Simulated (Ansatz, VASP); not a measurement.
**Two plane-wave programs on Ga**

```
Ga
1.0
    -1.38982    1.38982    2.20648
     1.38982   -1.38982    2.20648
     1.38982    1.38982   -2.20648
Ga
1
Direct
  0.00000 0.00000 0.00000
```

Alike in both runs: task electric field gradients; functional PBE; k mesh 16 × 16 × 16; occupations fermi-dirac, width 0.03 eV; no spin polarisation.

|  | VASP | Ansatz |
| --- | --- | --- |
| version | VASP 6.6.1 | Ansatz 0.2.0 |
| potentials or method | VASP PAW PBE potentials, release 64 (Ga_d) | PAW with Ansatz's default frozen-core files, scalar-relativistic |
| plane-wave cutoff (eV) | 520 | 420 |
| valence electrons in the cell | 13 | 13 |

|  | VASP | Ansatz | Ansatz less VASP |
| --- | --- | --- | --- |
| gap on the k mesh at the Fermi level (eV) | none | none | - |
| pressure (GPa) | 6.9 | 6.7 | -0.13 |
| traceless stress, the component that is largest in VASP (GPa) | -0.84 | -0.81 | +0.027 |

A gap of «none» marks a metal or a gap that the smearing closes. With one functional, cell and mesh, what is left measures potentials, basis and numerics.
